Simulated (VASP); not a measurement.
The system is TiB2.

```xyz
3
Lattice="3.0292 0.0000 0.0000 -1.5146 2.6234 0.0000 0.0000 0.0000 3.2284" Properties=species:S:1:pos:R:3 pbc="T T T"
Ti    0.0000    0.0000    0.0000
B     1.5146    0.8745    1.6142
B     0.0000    1.7489    1.6142
```

- Program: VASP 6.6.1
- Task: relaxation of cell and atoms
- Functional: PBEsol
- Dispersion: D3(BJ)
- Potentials or basis: VASP PAW PBE potentials, release 64 (Ti_sv, B)
- Cutoff: 600 eV
- k mesh: 10 × 10 × 8
- Occupations: fermi-dirac, width 0.05 eV
- Spin: no spin polarisation

At the start: pressure -11.7 GPa; volume 8.55 Å³/atom.

Q: Where does the relaxation end?

A: Over 4 steps the energy falls by 15.6 meV/atom and the volume is 8.16 Å³/atom (-4.6 %); space group P6/mmm (No. 191, to 0.1 Å) before and after.

The path:
```csv
step,energy change (eV),largest force (eV/Å),pressure (GPa),volume (Å³)
1,0.0000,0.0000,-11.75,25.66
2,-0.0007,0.0000,13.86,23.40
3,-0.0453,0.0000,0.12,24.49
4,-0.0469,0.0000,-0.08,24.47
```

Final structure:
```
Ti B
1.0
     2.99353    0.00000    0.00000
    -1.49677    2.59248    0.00000
     0.00000    0.00000    3.15345
Ti B
1 2
Cartesian
  0.0000 0.0000 3.1534
  1.4968 0.8642 1.5767
  0.0000 1.7283 1.5767
```

Caveat: the PAW data sets were made with another functional, which shifts forces and pressure a little.
